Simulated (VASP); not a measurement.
# Ti2O (P1) in VASP: single point with PBEsol

Aim: the single point of Ti2O with PBEsol.

Program: VASP 6.6.1. These are calculated values, not measurements. Logs are shortened: lines on timing, memory, paths and dates and some standing lists are left out, and cuts for length are marked.

**1. The cell of the first run**

The typed cell holds 3 atoms: a = 2.953 Å, b = 2.953 Å, c = 4.724 Å, α = 90.00°, β = 90.00°, γ = 120.00°.

**2. Single point, PBEsol (atoms moved at random)**

INCAR

```
SYSTEM = Ti2O
ALGO = Normal
EDIFF = 1E-6
ENCUT = 520
GGA = PS
ISIF = 2
ISMEAR = 0
LASPH = .True.
LCHARG = .False.
LREAL = .False.
LWAVE = .False.
NBANDS = 22
NELM = 80
PREC = Accurate
SIGMA = 0.15
```

KPOINTS

```
k-points
0
Gamma
  12 12 8
  0 0 0
```

POSCAR

```
Ti2O
1.0
    2.9529519773      0.0000000000      0.0000000000
   -1.4764759887      2.5573314285      0.0000000000
    0.0000000000      0.0000000000      4.7237336589
Ti O
2 1
Direct
    0.6844015980      0.3376497366      0.2634451484
    0.3052991821      0.6496142155      0.7410732762
    0.0102992199      0.0127360480     -0.0045184245
```

Potentials or basis: VASP PAW PBE potentials, release 64 (Ti_sv, O).

Launch:

```console
$ cat potpaw_PBE.64/Ti_sv/POTCAR potpaw_PBE.64/O/POTCAR > POTCAR
$ mpirun -np 1 vasp_std > vasp.out
```

OUTCAR:

```text
SYSTEM = Ti2O
   EDIFF = 1E-6
   ENCUT = 520
   GGA = PS
   ISIF = 2
   ISMEAR = 0
   LASPH = .True.
   LREAL = .False.
   NELM = 80
   PREC = Accurate

 ion  position               nearest neighbor table
   1  0.684  0.338  0.263-   3 2.09   3 2.14   3 2.14   2 2.76   2 2.86   2 2.87
   2  0.305  0.650  0.741-   3 2.03   3 2.07   3 2.17   1 2.76   1 2.86   1 2.87
   3  0.010  0.013  0.995-   2 2.03   2 2.07   1 2.09   1 2.14   1 2.14   2 2.17

  LATTYP: Found a hexagonal cell.
 ALAT       =     2.9529519773
 C/A-ratio  =     1.5996649100

  Lattice vectors:

 A1 = (   2.9529519773,   0.0000000000,   0.0000000000)
 A2 = (  -1.4764759887,   2.5573314285,   0.0000000000)
 A3 = (   0.0000000000,   0.0000000000,   4.7237336589)

Analysis of symmetry for initial positions (statically):
=====================================================================
 Subroutine PRICEL returns:
 Original cell was already a primitive cell.

 Routine SETGRP: Setting up the symmetry group for a
 hexagonal supercell.

 Subroutine GETGRP returns: Found  1 space group operations
 (whereof  1 operations were pure point group operations)
 out of a pool of 24 trial point group operations.

The static configuration has the point symmetry C_1 .

Analysis of symmetry for dynamics (positions and initial velocities):
=====================================================================
 Subroutine PRICEL returns:
 Original cell was already a primitive cell.

 Routine SETGRP: Setting up the symmetry group for a
 hexagonal supercell.

 Subroutine GETGRP returns: Found  1 space group operations
 (whereof  1 operations were pure point group operations)
 out of a pool of 24 trial point group operations.

The dynamic configuration has the point symmetry C_1 .

 Subroutine INISYM returns: Found  1 space group operations
 (whereof  1 operations are pure point group operations),
 and found     1 'primitive' translations

----------------------------------------------------------------------------------------

                                     Primitive cell

  volume of cell :      35.6721

  direct lattice vectors                    reciprocal lattice vectors
     2.952951977  0.000000000  0.000000000     0.338644180  0.195516308  0.000000000
    -1.476475989  2.557331428  0.000000000     0.000000000  0.391032617  0.000000000
     0.000000000  0.000000000  4.723733659     0.000000000  0.000000000  0.211696948

  length of vectors
     2.952951977  2.952951977  4.723733659     0.391032617  0.391032617  0.211696948

  position of ions in fractional coordinates (direct lattice)
     0.684401598  0.337649737  0.263445148
     0.305299182  0.649614216  0.741073276
     0.010299220  0.012736048  0.995481576

  ion indices of the primitive-cell ions
   primitive index   ion index
                 1           1
                 2           2
                 3           3

----------------------------------------------------------------------------------------

 KPOINTS: k-points

Automatic generation of k-mesh.
 Grid dimensions read from file:
 generate k-points for:   12   12    8

 Generating k-lattice:

  Cartesian coordinates                     Fractional coordinates (reciprocal lattice)
     0.028220348  0.016293026  0.000000000     0.083333333  0.000000000  0.000000000
     0.000000000  0.032586051  0.000000000     0.000000000  0.083333333  0.000000000
     0.000000000  0.000000000  0.026462119     0.000000000  0.000000000  0.125000000

  Length of vectors
     0.032586051  0.032586051  0.026462119

  Shift w.r.t. Gamma in fractional coordinates (k-lattice)
     0.000000000  0.000000000  0.000000000

 Subroutine IBZKPT returns following result:
 ===========================================

 Found    580 irreducible k-points:

 Following reciprocal coordinates:
            Coordinates               Weight
  0.000000  0.000000  0.000000      1.000000
  0.083333 -0.000000  0.000000      2.000000
  0.000000  0.083333  0.000000      2.000000
 -0.083333  0.083333  0.000000      2.000000
  0.166667  0.000000  0.000000      2.000000
  0.000000  0.166667  0.000000      2.000000
[... 16 lines left out ...]
  0.166667  0.083333  0.000000      2.000000
 -0.083333  0.250000  0.000000      2.000000
 [... further k-points ...]
   k-points           NKPTS =    580   k-points in BZ     NKDIM =    580   number of bands    NBANDS=     22
   number of dos      NEDOS =    301   number of ions     NIONS =      3
   total plane-waves  NPLWV =  20736
   dimension x,y,z NGX =    24 NGY =   24 NGZ =   36
   dimension x,y,z NGXF=    48 NGYF=   48 NGZF=   72
   ions per type =               2   1
   NGX,Y,Z   is equivalent  to a cutoff of  13.51, 13.51, 12.67 a.u.
   NGXF,Y,Z  is equivalent  to a cutoff of  27.02, 27.02, 25.34 a.u.
 SYSTEM =  Ti2O
   PREC   = accura    normal or accurate (medium, high low for compatibility)
   ISTART =      0    job   : 0-new  1-cont  2-samecut
   ICHARG =      2    charge: 1-file 2-atom 10-const
   ISPIN  =      1    spin polarized calculation?
   LNONCOLLINEAR =      F non collinear calculations
   LSORBIT =      F    spin-orbit coupling
   LASPH  =      T    aspherical Exc in radial PAW
   ENCUT  =  520.0 eV  38.22 Ry    6.18 a.u.   5.49  5.49  8.78*2*pi/ulx,y,z
   NELM   =     80;   NELMIN=  2; NELMDL= -5     # of ELM steps
   EDIFF  = 0.1E-05   stopping-criterion for ELM
   LREAL  =      F    real-space projection
   EDIFFG = 0.1E-04   stopping-criterion for IOM
   NSW    =      0    number of steps for IOM
   IBRION =     -1    ionic relax: 0-MD 1-quasi-New 2-CG
   NFREE  =      0    steps in history (QN), initial steepest desc. (CG)
   ISIF   =      2    stress and relaxation
   ISYM   =      2    0-nonsym 1-usesym 2-fastsym
   POTIM  = 0.5000    time-step for ionic-motion
   TEBEG  =    0.0;   TEEND  =   0.0 temperature during run
   PSTRESS=    0.0 pullay stress
   NELECT =      30.0000    total number of electrons
   NUPDOWN=      -1.0000    fix difference up-down
   EMIN   =  10.00;   EMAX   =-10.00  energy-range for DOS
   EFERMI =   0.00;   METHOD = LEGACY
   ISMEAR =     0;   SIGMA  =   0.15  broadening in eV -4-tet -1-fermi 0-gaus
   EFERMI_NEDOS =   21; number of points for ismear=-14 and -15
   IALGO  =     38    algorithm
   IMIX   =      4    mixing-type and parameters
     AMIX     =   0.40;   BMIX     =  1.00
     AMIX_MAG =   1.60;   BMIX_MAG =  1.00
  volume/ion in A,a.u.               =      11.89        80.24
  Fermi-wavevector in a.u.,A,eV,Ry     =   1.545275  2.920145 32.488990  2.387873
  Thomas-Fermi vector in A             =   2.650676
   LORBIT       =      0    0 simple, 1 ext, 2 COOP (PROOUT), +10 PAW based schemes
   GGA     = PS    functional components
   LHFCALC =     F    Hartree Fock is set to
   AEXX    =    0.0000 exact exchange contribution
   IVDW    =     0    specifies the selected vdW correction
   LEPSILON=     F    determine dielectric tensor
   LRPA    =     F    only Hartree local field effects (RPA)
 non-spin polarized calculation
 Gauss-broadening in eV      SIGMA  =   0.15
  energy-cutoff  :      520.00
  volume of cell :       35.67
 maximum number of plane-waves:       990
 NGX is ok and might be reduce to    24
   NGX = 11   NGY = 11   NGZ = 17

 number of electron      30.0000000 magnetization

 Free energy of the ion-electron system (eV)
  ---------------------------------------------------
  ext. energy  EPLUGINS =         0.00000000
  ---------------------------------------------------
  free energy    TOTEN  =       -27.57651747 eV

  energy without entropy =      -27.56382145  energy(sigma->0) =      -27.57016946

 E-fermi :  10.0140     XC(G=0): -12.5761

 val. band max:       10.0129122509   @ k =   0.4167   0.4167   0.5000
 cond. band min:      10.0214594301   @ k =  -0.1667   0.0833   0.2500
 fundamental gap:      0.0085471792
 Fermi energy:        10.0139650234

 k-point     1 :       0.0000    0.0000    0.0000
  band No.  band energies     occupation
      1     -46.9349      2.00000
      2     -46.7952      2.00000
      3     -23.7314      2.00000
      4     -23.0419      2.00000
      5     -23.0296      2.00000
      6     -22.9650      2.00000
[... 14 lines left out ...]
     21      11.4388      0.00000
     22      13.9876      0.00000

 k-point     2 :       0.0833   -0.0000    0.0000
  band No.  band energies     occupation
      1     -46.9276      2.00000
      2     -46.7926      2.00000
      3     -23.7104      2.00000
      4     -23.0778      2.00000
      5     -23.0443      2.00000
      6     -22.9665      2.00000
[... 14 lines left out ...]
     21      11.6097      0.00000
     22      13.5926      0.00000

 k-point     3 :       0.0000    0.0833    0.0000
  band No.  band energies     occupation
      1     -46.9279      2.00000
      2     -46.7922      2.00000
      3     -23.7118      2.00000
      4     -23.0746      2.00000
      5     -23.0478      2.00000
      6     -22.9962      2.00000
[... 14 lines left out ...]
     21      11.7842      0.00000
     22      13.7282      0.00000

 k-point     4 :      -0.0833    0.0833    0.0000
  band No.  band energies     occupation
      1     -46.9279      2.00000
      2     -46.7922      2.00000
      3     -23.7119      2.00000
      4     -23.0713      2.00000
      5     -23.0510      2.00000
      6     -22.9970      2.00000
[... 14 lines left out ...]
     21      11.7946      0.00000
     22      13.7180      0.00000

 k-point     5 :       0.1667    0.0000    0.0000
  band No.  band energies     occupation
      1     -46.9073      2.00000
      2     -46.7857      2.00000
      3     -23.6505      2.00000
      4     -23.1753      2.00000
      5     -23.0802      2.00000
      6     -23.0646      2.00000
[... 417 lines left out ...]
 k-point    22 :      -0.1667    0.0833    0.0000
  band No.  band energies     occupation
      1     -46.9142      2.00000
      2     -46.7874      2.00000
      3     -23.6716      2.00000
      4     -23.1327      2.00000
      5     -23.0975      2.00000
      6     -23.0212      2.00000
[... 14 lines left out ...]
     21      11.9926      0.00000
     22      13.2737      0.00000

 k-point    23 :       0.1667    0.0833    0.0000
  band No.  band energies     occupation
      1     -46.8893      2.00000
      2     -46.7800      2.00000
      3     -23.5969      2.00000
      4     -23.2439      2.00000
      5     -23.1857      2.00000
      6     -23.0735      2.00000
[... 14 lines left out ...]
     21      12.5805      0.00000
     22      12.9867      0.00000

 k-point    24 :      -0.0833    0.2500    0.0000
  band No.  band energies     occupation
      1     -46.8918      2.00000
      2     -46.7769      2.00000
      3     -23.6097      2.00000
      4     -23.2613      2.00000
      5     -23.1922      2.00000
      6     -23.0840      2.00000
[... 14 lines left out ...]
     21      12.8406      0.00000
     22      13.2400      0.00000

 [... further k-points ...]
[... 5 lines left out ...]
  --------------------------------------------------------------------------------------
  -------------------------------------------------------------------------------------
  Total        0.3111323      0.2904440      0.1962686      0.1287040     -0.1720303     -0.2110949
  in kB       13.9741983     13.0450028      8.8152069      5.7806131     -7.7265705     -9.4811162
  external PRESSURE =      11.9448026 kB  Pullay stress =       0.0000000 kB

 VOLUME and BASIS-vectors are now :
 -----------------------------------------------------------------------------
  energy-cutoff  :      520.00
  volume of cell :       35.67
      direct lattice vectors                 reciprocal lattice vectors
     2.952951977  0.000000000  0.000000000     0.338644180  0.195516308  0.000000000
    -1.476475989  2.557331428  0.000000000     0.000000000  0.391032617  0.000000000
     0.000000000  0.000000000  4.723733659     0.000000000  0.000000000  0.211696948

 POSITION                                       TOTAL-FORCE (eV/Angst)
 -----------------------------------------------------------------------------------
      1.52247      0.86348      1.24444        -0.191398      0.104477     -0.031993
     -0.05761      1.66128      3.50063         0.312177      0.437241     -0.415817
      0.01161      0.03257      4.70239        -0.120779     -0.541718      0.447810
 -----------------------------------------------------------------------------------
    total drift:                                0.000066     -0.000120     -0.000189

  FREE ENERGIE OF THE ION-ELECTRON SYSTEM (eV)
  ---------------------------------------------------
  free  energy   TOTEN  =       -27.5765174749 eV

  energy  without entropy=      -27.5638214459  energy(sigma->0) =      -27.57016946
```

It took 5.7 min on 1 thread of Intel Xeon Platinum 8259CL at 2.50GHz (Skylake/Cascade Lake), shared host; peak memory 0.48 GiB.

Results:

| Property | Result |
| --- | --- |
| Free energy | -27.5765 eV |
| Pressure | 1.2 GPa |
| Largest force | 0.713 eV/Å |
| Band gap on the k mesh | zero (bands 15 and 16 overlap by 0.75 eV) |

Forces in eV/Å, atoms in the order of the input:
```
Ti  -0.191  0.104 -0.032
Ti   0.312  0.437 -0.416
O   -0.121 -0.542  0.448
```

Stress tensor (GPa, compression positive):
```
 1.40  0.58 -0.95
 0.58  1.30 -0.77
-0.95 -0.77  0.88
```

Caveat: the cell differs from its parent crystal (atoms moved at random); the PAW data sets were made with another functional, which shifts forces and pressure a little.
